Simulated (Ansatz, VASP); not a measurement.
Ir4Rh: VASP beside Ansatz

```xyz
5
Lattice="-3.0527 3.0527 1.9303 3.0527 -3.0527 1.9303 3.0527 3.0527 -1.9303" Properties=species:S:1:pos:R:3 pbc="T T T"
Ir    1.8329   -0.6045    1.9303
Ir    1.2198    3.6572    0.0000
Ir    2.4482    1.2198    0.0000
Ir    0.6045    1.8329    1.9303
Rh    0.0000    0.0000    0.0000
```

Alike in both runs: functional PBE; k mesh 12 × 12 × 12; occupations gaussian, width 0.1 eV; no spin polarisation.

Ansatz relaxed the structure, and its values are those at the end. VASP's run is a single point on that final structure, the one shown.

|  | VASP | Ansatz |
| --- | --- | --- |
| version | VASP 6.6.1 | Ansatz 0.2.0 |
| potentials or method | VASP PAW PBE potentials, release 64 (Ir, Rh_pv), cutoff 520 eV | scalar-relativistic, plane waves, PAW |
| valence electrons in the cell | 51 | 85 |

|  | VASP | Ansatz | Ansatz less VASP |
| --- | --- | --- | --- |
| gap on the k mesh at the Fermi level (eV) | none | none | - |
| pressure (GPa) | 0.4 | 0.0 | -0.38 |
| rms of the force components (eV/Å) | 0.007 | 0.000 | -0.0068 |

A gap of «none» marks a metal or a gap that the smearing closes. The functional is the same, so the differences come from potentials, cutoffs and numerics. VASP's potentials hold 51 valence electrons a cell and Ansatz's 85, so a difference there can come from the potentials and not from the codes.

Neither program's run includes spin-orbit coupling.
